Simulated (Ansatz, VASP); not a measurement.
## BeHF: VASP beside Ansatz

INCAR

```
SYSTEM = BeHF
PREC = Accurate
ENCUT = 520
EDIFF = 1E-6
ISMEAR = 0
SIGMA = 0.1
LREAL = .False.
LASPH = .True.
NELM = 100
ALGO = Normal
ISIF = 2
LWAVE = .False.
LCHARG = .True.
GGA = PE
LELF = .True.
LVHAR = .True.
NBANDS = 19
```

File KPOINTS:

```
regular mesh
0
Gamma
  6 6 4
  0 0 0
```

File POSCAR:

```
BeHF
1.0
    3.1711226500      0.0000000000      0.0000000000
    0.0000000000      3.1711226500      0.0000000000
    0.0000000000      0.0000000000      5.2401098700
Be H F
2 2 2
Direct
    0.0000000000      0.5000000000      0.8299999800
    0.5000000000      0.0000000000      0.1700000200
    0.0000000000      0.0000000000      0.0000000000
    0.5000000000      0.5000000000      0.0000000000
    0.0000000000      0.5000000000      0.3300000100
    0.5000000000      0.0000000000      0.6699999900
```

Input for Ansatz:

```yaml
crystal:
  lattice:
    - [3.17112265, 0.0, 0.0]
    - [0.0, 3.17112265, 0.0]
    - [0.0, 0.0, 5.24010987]
  atoms:
    - { symbol: Be, position: [0.0, 0.5, 0.82999998] }
    - { symbol: Be, position: [0.5, 0.0, 0.17000002] }
    - { symbol: H, position: [0.0, 0.0, 0.0] }
    - { symbol: H, position: [0.5, 0.5, 0.0] }
    - { symbol: F, position: [0.0, 0.5, 0.33000001] }
    - { symbol: F, position: [0.5, 0.0, 0.66999999] }
basis:
  ecutwfc: 420
kpoints:
  mp_grid: { grid: [6, 6, 4] }
hamiltonian:
  xc: pbe
scf:
  occupations: { method: gaussian, width: 0.1 }
  lower_state_search: "off"
output:
  forces: true
  stress: true
  eigenvalues: true
```

Change from the starting cell: species swapped into the PrCoGe type (P4/nmm, No. 129).

Alike in both runs: task single point; functional PBE; k mesh 6 × 6 × 4; occupations gaussian, width 0.1 eV; no spin polarisation.

|  | VASP | Ansatz |
| --- | --- | --- |
| version | VASP 6.6.1 | Ansatz 0.2.0 |
| potentials or method | VASP PAW PBE potentials, release 64 (Be, H, F), cutoff 520 eV | scalar-relativistic, plane waves, PAW |
| valence electrons in the cell | 20 | 20 |

VASP gave:

* gap on the k mesh at the Fermi level (eV): none
* pressure (GPa): -19.7
* traceless stress, the component that is largest in VASP (GPa): 8.56
* rms of the force components (eV/Å): 0.237

**Question.** Estimate Ansatz's values.

**Answer.** gap on the k mesh at the Fermi level (eV): none; pressure (GPa): -19.4; traceless stress, the component that is largest in VASP (GPa): 8.58; rms of the force components (eV/Å): 0.238.

Atom by atom the forces differ by 0.002 eV/Å (rms over components). A gap of «none» marks a metal or a gap that the smearing closes.
